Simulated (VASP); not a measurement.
Runs of VASP 6.6.1 on As. The structure is that of space group Im-3m (No. 229), or close to it. The cells are those of the table. 

```tsv
cell	k mesh	gap on the mesh (eV)	pressure (GPa)
a = 2.894 Å, angles 109.5°, 1 atom	15 × 15 × 15	none	3.3
a = 2.853 Å, angles 109.5°, 1 atom	15 × 15 × 15	none	(a)
a = 2.933 Å, angles 109.5°, 1 atom	21 × 21 × 21	none	0.0
a = 2.933 Å, angles 109.5°, 1 atom	15 × 15 × 15	none	0.0
a = 3.009 Å, angles 109.5°, 1 atom	15 × 15 × 15	none	-4.9
```

Alike in all rows: task single point; level RPBE; potentials or basis VASP PAW PBE potentials, release 64 (As); no spin polarisation; cutoff (eV) 520; smearing fermi-dirac 0.1 eV.

Question: Fill in the values left out.

Answer: (a) 7.5.

Caveats: the PAW data sets were made with another functional, which shifts forces and pressure a little.

A k mesh can miss the band edges, and the runs leave out spin-orbit coupling on As.

A gap of «none» marks levels without a gap at the run's occupations.
